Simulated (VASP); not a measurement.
# SiNi (rocksalt type) (Fm-3m) in VASP: a series of runs

Runs on SiNi (rocksalt type). Level: PBE. Tasks: single point.

Everything below comes from runs of VASP 6.6.1. Logs are shortened: lines on timing, memory, paths and dates and some standing lists are left out, and cuts for length are marked.

## 1. The cell of the first run

It takes space group Fm-3m (No. 225, cubic). Conventional cell: a = 4.210 Å, b = 4.210 Å, c = 4.210 Å, α = 90.00°, β = 90.00°, γ = 90.00°. Ni (site symmetry m-3m) has 6 Si at 2.11 Å within 2.8 Å. Si (site symmetry m-3m) has 6 Ni at 2.11 Å within 2.8 Å.

## 2. Single point, PBE

Contents of INCAR:

```
SYSTEM = SiNi
  ALGO = Normal
  EDIFF = 1E-6
  ENCUT = 520
  GGA = PE
  ISIF = 2
  ISMEAR = -1
  LASPH = .True.
  LCHARG = .False.
  LREAL = .False.
  LWAVE = .False.
  NBANDS = 14
  NELM = 60
  PREC = Accurate
  SIGMA = 0.08
```

Contents of KPOINTS:

```
k-points
0
Gamma
  16 16 16
  0 0 0
```

Contents of POSCAR:

```
SiNi
1.0
    0.0000000000      2.1051055551      2.1051055551
    2.1051055551      0.0000000000      2.1051055551
    2.1051055551      2.1051055551      0.0000000000
Ni Si
1 1
Direct
    0.0000000000      0.0000000000      0.0000000000
    0.5000000000      0.5000000000      0.5000000000
```

Potentials or basis: VASP PAW PBE potentials, release 64 (Ni, Si).

The run is started by

```bash
$ cat potpaw_PBE.64/Ni/POTCAR potpaw_PBE.64/Si/POTCAR > POTCAR
$ mpirun -np 1 vasp_std > vasp.out
```

OUTCAR:

```text
SYSTEM = SiNi
   EDIFF = 1E-6
   ENCUT = 520
   GGA = PE
   ISIF = 2
   ISMEAR = -1
   LASPH = .True.
   LREAL = .False.
   NELM = 60
   PREC = Accurate

 ion  position               nearest neighbor table
   1  0.000  0.000  0.000-   2 2.11   2 2.11   2 2.11   2 2.11   2 2.11   2 2.11
   2  0.500  0.500  0.500-   1 2.11   1 2.11   1 2.11   1 2.11   1 2.11   1 2.11

  LATTYP: Found a face centered cubic cell.
 ALAT       =     4.2102111102

  Lattice vectors:

 A1 = (   0.0000000000,   2.1051055551,   2.1051055551)
 A2 = (   2.1051055551,   0.0000000000,   2.1051055551)
 A3 = (   2.1051055551,   2.1051055551,   0.0000000000)

Analysis of symmetry for initial positions (statically):
=====================================================================
 Subroutine PRICEL returns:
 Original cell was already a primitive cell.

 Routine SETGRP: Setting up the symmetry group for a
 face centered cubic supercell.

 Subroutine GETGRP returns: Found 48 space group operations
 (whereof 48 operations were pure point group operations)
 out of a pool of 48 trial point group operations.

The static configuration has the point symmetry O_h .

Analysis of symmetry for dynamics (positions and initial velocities):
=====================================================================
 Subroutine PRICEL returns:
 Original cell was already a primitive cell.

 Routine SETGRP: Setting up the symmetry group for a
 face centered cubic supercell.

 Subroutine GETGRP returns: Found 48 space group operations
 (whereof 48 operations were pure point group operations)
 out of a pool of 48 trial point group operations.

The dynamic configuration has the point symmetry O_h .

 Subroutine INISYM returns: Found 48 space group operations
 (whereof 48 operations are pure point group operations),
 and found     1 'primitive' translations

----------------------------------------------------------------------------------------

                                     Primitive cell

  volume of cell :      18.6574

  direct lattice vectors                    reciprocal lattice vectors
     0.000000000  2.105105555  2.105105555    -0.237517781  0.237517781  0.237517781
     2.105105555  0.000000000  2.105105555     0.237517781 -0.237517781  0.237517781
     2.105105555  2.105105555  0.000000000     0.237517781  0.237517781 -0.237517781

  length of vectors
     2.977068826  2.977068826  2.977068826     0.411392864  0.411392864  0.411392864

  position of ions in fractional coordinates (direct lattice)
     0.000000000  0.000000000  0.000000000
     0.500000000  0.500000000  0.500000000
[... 83 lines left out ...]
   ISIF   =      2    stress and relaxation
   ISYM   =      2    0-nonsym 1-usesym 2-fastsym
   POTIM  = 0.5000    time-step for ionic-motion
   TEBEG  =    0.0;   TEEND  =   0.0 temperature during run
   PSTRESS=    0.0 pullay stress
   NELECT =      14.0000    total number of electrons
   NUPDOWN=      -1.0000    fix difference up-down
   EMIN   =  10.00;   EMAX   =-10.00  energy-range for DOS
   EFERMI =   0.00;   METHOD = LEGACY
   ISMEAR =    -1;   SIGMA  =   0.08  broadening in eV -4-tet -1-fermi 0-gaus
   EFERMI_NEDOS =   21; number of points for ismear=-14 and -15
   IALGO  =     38    algorithm
   IMIX   =      4    mixing-type and parameters
     AMIX     =   0.40;   BMIX     =  1.00
     AMIX_MAG =   1.60;   BMIX_MAG =  1.00
  volume/ion in A,a.u.               =       9.33        62.95
  Fermi-wavevector in a.u.,A,eV,Ry     =   1.487648  2.811248 30.111023  2.213098
  Thomas-Fermi vector in A             =   2.600783
   LORBIT       =      0    0 simple, 1 ext, 2 COOP (PROOUT), +10 PAW based schemes
   GGA     = PE    functional components
   LHFCALC =     F    Hartree Fock is set to
   AEXX    =    0.0000 exact exchange contribution
   IVDW    =     0    specifies the selected vdW correction
   LEPSILON=     F    determine dielectric tensor
   LRPA    =     F    only Hartree local field effects (RPA)
 non-spin polarized calculation
  energy-cutoff  :      520.00
  volume of cell :       18.66
 maximum number of plane-waves:       531
 NGX is ok and might be reduce to    24
   NGX = 11   NGY = 11   NGZ = 11

 number of electron      14.0000008 magnetization

 Free energy of the ion-electron system (eV)
  ---------------------------------------------------
  ext. energy  EPLUGINS =         0.00000000
  ---------------------------------------------------
  free energy    TOTEN  =        -8.88676297 eV

  energy without entropy =       -8.86776157  energy(sigma->0) =       -8.87726227

 E-fermi :  14.7320     XC(G=0): -13.5464

 val. band max:       14.7096387253   @ k =  -0.4375   0.3125   0.0000
 cond. band min:      14.7394528253   @ k =   0.5000   0.3750   0.1250
 fundamental gap:      0.0298141000
 Fermi energy:        14.7319772763

 k-point     1 :       0.0000    0.0000    0.0000
  band No.  band energies     occupation
      1      -0.5824      2.00000
      2      10.3769      2.00000
      3      10.3769      2.00000
      4      10.3769      2.00000
      5      10.5418      2.00000
      6      10.5418      2.00000
      7      20.4620      0.00000
      8      20.4620      0.00000
      9      20.4620      0.00000
     10      26.1079      0.00000
     11      26.1079      0.00000
     12      26.1079      0.00000
     13      26.9089      0.00000
     14      31.8121      0.00000
[... 377 lines left out ...]
      1      -0.3153      2.00000
      2      10.2228      2.00000
      3      10.3467      2.00000
      4      10.4112      2.00000
      5      10.4548      2.00000
      6      10.6013      2.00000
      7      19.5247      0.00000
      8      19.8457      0.00000
      9      20.8916      0.00000
     10      24.9207      0.00000
     11      26.2113      0.00000
     12      26.4130      0.00000
     13      29.1753      0.00000
     14      29.2177      0.00000

 [... further k-points ...]
[... 5 lines left out ...]
  --------------------------------------------------------------------------------------
  -------------------------------------------------------------------------------------
  Total       12.8205800     12.8205800     12.8205800      0.0000000      0.0000000      0.0000000
  in kB     1100.9475479   1100.9475479   1100.9475479      0.0000000      0.0000000      0.0000000
  external PRESSURE =    1100.9475479 kB  Pullay stress =       0.0000000 kB

 VOLUME and BASIS-vectors are now :
 -----------------------------------------------------------------------------
  energy-cutoff  :      520.00
  volume of cell :       18.66
      direct lattice vectors                 reciprocal lattice vectors
     0.000000000  2.105105555  2.105105555    -0.237517781  0.237517781  0.237517781
     2.105105555  0.000000000  2.105105555     0.237517781 -0.237517781  0.237517781
     2.105105555  2.105105555  0.000000000     0.237517781  0.237517781 -0.237517781

 POSITION                                       TOTAL-FORCE (eV/Angst)
 -----------------------------------------------------------------------------------
      0.00000      0.00000      0.00000        -0.000000      0.000000     -0.000000
      2.10511      2.10511      2.10511         0.000000     -0.000000      0.000000
 -----------------------------------------------------------------------------------
    total drift:                                0.000000     -0.000000     -0.000000

  FREE ENERGIE OF THE ION-ELECTRON SYSTEM (eV)
  ---------------------------------------------------
  free  energy   TOTEN  =        -8.8867629679 eV

  energy  without entropy=       -8.8677615704  energy(sigma->0) =       -8.87726227
```

Wall time 21 s (1 thread of AMD EPYC 9R45 (Zen 5), shared host); peak memory 0.13 GiB.

Results:

- Free energy: -8.8868 eV
- Pressure: 110.1 GPa
- Band gap on the k mesh: zero (bands 7 and 8 overlap by 7.45 eV)

Caveat: the cell stands under pressure. Spin polarisation is off, so any magnetic state and its effect on volume and gap are missing.

(Part 1 of 2 ends here.)

The gap in the log of VASP goes by the Fermi energy; the results here count the filled bands.